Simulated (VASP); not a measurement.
# ZnS (P1) in VASP: single point with PBE

Aim: the single point of ZnS with PBE.

All numbers are computed with VASP 6.6.1; they aren't measurements. Logs are shortened: lines on timing, memory, paths and dates and some standing lists are left out, and cuts for length are marked.

### Step 1. The cell of the first run

The typed cell holds 12 atoms: a = 3.849 Å, b = 3.849 Å, c = 18.875 Å, α = 90.00°, β = 89.99°, γ = 120.01°.

### Step 2. Single point, PBE

Input file INCAR:

```
PREC = Accurate ; ENCUT = 520
EDIFF = 1E-6 ; ISMEAR = 0
SIGMA = 0.05 ; LREAL = F
LASPH = T ; NELM = 60
ALGO = Normal ; ISIF = 2
LWAVE = F ; LCHARG = T
GGA = PE ; LELF = T
LVHAR = T ; NBANDS = 66
```

Input file KPOINTS:

```
regular mesh
0
Gamma
  6 6 2
```

Input file POSCAR:

```
ZnS
1.0
    3.8486686623     -0.0002659710      0.0003065236
   -1.9245664722      3.3327831384      0.0000055336
    0.0015692406      0.0009306080     18.8747329440
Zn S
6 6
Direct
   -0.0000594521     -0.0001314263      0.0000205197
    0.0001699098      0.0001889551      0.5000082188
    0.3336529740      0.6662515201      0.1667745305
    0.6665036039      0.3340059325      0.6667486326
    0.6668368147      0.3328179260      0.3332680816
    0.3328982294      0.6668941436      0.8332618481
    0.0002971783     -0.0004090569      0.1251478022
   -0.0001806902      0.0006060983      0.6251248555
    0.3335055144      0.6661580580      0.2916493548
    0.6662679857      0.3335827491      0.7916385429
    0.6668387661      0.3334645099      0.4581730935
    0.3332691661      0.6665705906      0.9581845200
```

Potentials or basis: VASP PAW PBE potentials, release 64 (Zn, S).

Run with:

```sh
$ cat potpaw_PBE.64/Zn/POTCAR potpaw_PBE.64/S/POTCAR > POTCAR
$ mpirun -np 1 vasp_std > vasp.out
```

OUTCAR:

```text
PREC = Accurate
   ENCUT = 520
   EDIFF = 1E-6
   ISMEAR = 0
   LREAL = F
   LASPH = T
   NELM = 60
   ISIF = 2
   GGA = PE

 ion  position               nearest neighbor table
   1  1.000  1.000  0.000-  12 2.36  12 2.36  12 2.36   7 2.36
   2  0.000  0.000  0.500-  11 2.36  11 2.36  11 2.36   8 2.36
   3  0.334  0.666  0.167-   7 2.36   7 2.36   9 2.36   7 2.36
   4  0.667  0.334  0.667-   8 2.36   8 2.36   8 2.36  10 2.36
   5  0.667  0.333  0.333-   9 2.36   9 2.36   9 2.36  11 2.36
   6  0.333  0.667  0.833-  10 2.36  10 2.36  10 2.36  12 2.36
   7  0.000  1.000  0.125-   3 2.36   3 2.36   3 2.36   1 2.36
   8  1.000  0.001  0.625-   4 2.36   4 2.36   4 2.36   2 2.36
   9  0.334  0.666  0.292-   5 2.36   5 2.36   5 2.36   3 2.36
  10  0.666  0.334  0.792-   6 2.36   6 2.36   6 2.36   4 2.36
  11  0.667  0.333  0.458-   5 2.36   2 2.36   2 2.36   2 2.36
  12  0.333  0.667  0.958-   6 2.36   1 2.36   1 2.36   1 2.36

  LATTYP: Found a base centered monoclinic cell.
 ALAT       =    75.7938534300
 B/A-ratio  =     0.0507766519
 C/A-ratio  =     0.2490272255
 COS(beta)  =    -0.9961255634

  Lattice vectors:

 A1 = (  -3.8518071435,  -0.0015952450, -37.7497724116)
 A2 = (  -1.9272406713,  -3.3343783834, -37.7497779452)
 A3 = (   0.0015692406,   0.0009306080,  18.8747329440)

Analysis of symmetry for initial positions (statically):
=====================================================================
 Subroutine PRICEL returns:
 Original cell was already a primitive cell.

 Routine SETGRP: Setting up the symmetry group for a
 base centered monoclinic supercell.

 Subroutine GETGRP returns: Found  1 space group operations
 (whereof  1 operations were pure point group operations)
 out of a pool of  4 trial point group operations.

The static configuration has the point symmetry C_1 .

Analysis of symmetry for dynamics (positions and initial velocities):
=====================================================================
 Subroutine PRICEL returns:
 Original cell was already a primitive cell.

 Routine SETGRP: Setting up the symmetry group for a
 base centered monoclinic supercell.

 Subroutine GETGRP returns: Found  1 space group operations
 (whereof  1 operations were pure point group operations)
[... 130 lines left out ...]
   POTIM  = 0.5000    time-step for ionic-motion
   TEBEG  =    0.0;   TEEND  =   0.0 temperature during run
   PSTRESS=    0.0 pullay stress
   NELECT =     108.0000    total number of electrons
   NUPDOWN=      -1.0000    fix difference up-down
   EMIN   =  10.00;   EMAX   =-10.00  energy-range for DOS
   EFERMI =   0.00;   METHOD = LEGACY
   ISMEAR =     0;   SIGMA  =   0.05  broadening in eV -4-tet -1-fermi 0-gaus
   EFERMI_NEDOS =   21; number of points for ismear=-14 and -15
   IALGO  =     38    algorithm
   IMIX   =      4    mixing-type and parameters
     AMIX     =   0.40;   BMIX     =  1.00
     AMIX_MAG =   1.60;   BMIX_MAG =  1.00
  volume/ion in A,a.u.               =      20.17       136.14
  Fermi-wavevector in a.u.,A,eV,Ry     =   1.250899  2.363857 21.289708  1.564749
  Thomas-Fermi vector in A             =   2.384872
   LORBIT       =      0    0 simple, 1 ext, 2 COOP (PROOUT), +10 PAW based schemes
   GGA     = PE    functional components
   LHFCALC =     F    Hartree Fock is set to
   AEXX    =    0.0000 exact exchange contribution
   IVDW    =     0    specifies the selected vdW correction
   LEPSILON=     F    determine dielectric tensor
   LRPA    =     F    only Hartree local field effects (RPA)
 non-spin polarized calculation
 Gauss-broadening in eV      SIGMA  =   0.05
  energy-cutoff  :      520.00
  volume of cell :      242.09
 maximum number of plane-waves:      6571
 NGX is ok and might be reduce to    30
   NGX = 15   NGY = 15   NGZ = 71

 number of electron     108.0000064 magnetization

 Free energy of the ion-electron system (eV)
  ---------------------------------------------------
  ext. energy  EPLUGINS =         0.00000000
  ---------------------------------------------------
  free energy    TOTEN  =       -41.09630265 eV

  energy without entropy =      -41.09630265  energy(sigma->0) =      -41.09630265

 E-fermi :   2.1566     XC(G=0):  -9.5223

 val. band max:        1.9069274896   @ k =   0.0000   0.0000   0.0000
 cond. band min:       3.9455275921   @ k =   0.0000   0.0000   0.0000
 fundamental gap:      2.0386001025
 Fermi energy:         2.1566259371

 k-point     1 :       0.0000    0.0000    0.0000
  band No.  band energies     occupation
      1     -11.0875      2.00000
      2     -10.8956      2.00000
      3     -10.8890      2.00000
      4     -10.4564      2.00000
      5     -10.4478      2.00000
      6     -10.1993      2.00000
[... 1645 lines left out ...]
     65       8.5609      0.00000
     66       8.5624      0.00000

 [... further k-points ...]

------------------------ aborting loop because EDIFF is reached ----------------------------------------

  FORCE on cell =-STRESS in cart. coord.  units (eV):
  Direction    XX          YY          ZZ          XY          YZ          ZX
  --------------------------------------------------------------------------------------
  -------------------------------------------------------------------------------------
  Total        0.2504120      0.2578856      0.2373426      0.0050050     -0.0057242     -0.0083811
  in kB        1.6572372      1.7066979      1.5707433      0.0331233     -0.0378827     -0.0554665
  external PRESSURE =       1.6448928 kB  Pullay stress =       0.0000000 kB

 VOLUME and BASIS-vectors are now :
 -----------------------------------------------------------------------------
  energy-cutoff  :      520.00
  volume of cell :      242.09
      direct lattice vectors                 reciprocal lattice vectors
     3.848668662 -0.000265971  0.000306524     0.259840481  0.150048850 -0.000029001
    -1.924566472  3.332783138  0.000005534     0.000020738  0.300061501 -0.000014796
     0.001569241  0.000930608 18.874732944    -0.000004220 -0.000002525  0.052980883

 POSITION                                       TOTAL-FORCE (eV/Angst)
 -----------------------------------------------------------------------------------
      1.92413      3.33208      0.00070         0.000319     -0.000470      0.002415
      0.00107      0.00110      9.43752        -0.001111     -0.000343      0.001586
      0.00214      2.22054      3.14793        -0.001771      0.000352      0.004792
      1.92338      1.11361     12.58491         0.000424     -0.002384      0.006515
      1.92643      1.10934      6.29055        -0.001548      0.000948     -0.001797
     -0.00096      2.22330     15.72770         0.001248     -0.000870     -0.000447
     -1.92244      3.33154      2.36214         0.000319      0.000181     -0.003158
      3.84779      0.00234     11.79937         0.000914      0.000632     -0.001952
      0.00194      2.22034      5.50491         0.000733      0.000662      0.000620
      1.92348      1.11232     14.94217         0.000293      0.000791     -0.000357
      1.92539      1.11161      8.64810         0.000625     -0.000213     -0.003255
      0.00129      2.22234     18.08558        -0.000447      0.000715     -0.004962
 -----------------------------------------------------------------------------------
    total drift:                               -0.000031     -0.000028     -0.000339

  FREE ENERGIE OF THE ION-ELECTRON SYSTEM (eV)
  ---------------------------------------------------
  free  energy   TOTEN  =       -41.0963026468 eV

  energy  without entropy=      -41.0963026468  energy(sigma->0) =      -41.09630265
```

Run time: 14 min. Hardware: 1 thread of Intel Xeon Platinum 8259CL at 2.50GHz (Skylake/Cascade Lake), shared host; peak memory 0.63 GiB.

Results:

- Free energy: -41.0963 eV
- Pressure: 0.2 GPa
- Largest force: 0.007 eV/Å
- Band gap on the k mesh: 2.04 eV, direct

Forces on the atoms (eV/Å):
```
Zn   0.000  0.000  0.002
Zn  -0.001  0.000  0.002
Zn  -0.002  0.000  0.005
Zn   0.000 -0.002  0.007
Zn  -0.002  0.001 -0.002
Zn   0.001 -0.001  0.000
S    0.000  0.000 -0.003
S    0.001  0.001 -0.002
S    0.001  0.001  0.001
S    0.000  0.001  0.000
S    0.001  0.000 -0.003
S    0.000  0.001 -0.005
```

Levels at points of the mesh, in eV from the valence-band top:
```csv
k point,band 51,band 52,band 53,band 54,band 55,band 56,band 57,band 58
"(0.00, 0.00, 0.00)",-0.23,-0.02,0.00,0.00,2.04,3.12,3.19,3.25
"(0.50, 0.00, 0.00)",-1.21,-1.20,-1.04,-0.84,3.40,3.58,3.63,3.86
"(0.00, 0.50, 0.00)",-1.21,-1.20,-1.04,-0.84,3.40,3.58,3.63,3.86
"(0.50, 0.50, 0.00)",-1.21,-1.20,-1.05,-0.84,3.40,3.58,3.63,3.86
"(0.00, 0.00, 0.50)",-0.07,-0.06,-0.06,-0.06,2.52,2.52,3.22,3.22
"(0.50, 0.00, 0.50)",-1.17,-1.16,-0.94,-0.94,3.36,3.36,3.85,3.85
"(0.00, 0.50, 0.50)",-1.16,-1.16,-0.94,-0.94,3.36,3.36,3.85,3.85
"(0.50, 0.50, 0.50)",-1.17,-1.16,-0.94,-0.94,3.36,3.36,3.85,3.85
```

Caveat: the cell differs from its parent crystal (cell sheared at random, sigma 0.01, atoms nudged by 0.01 Å, then relaxed in part).
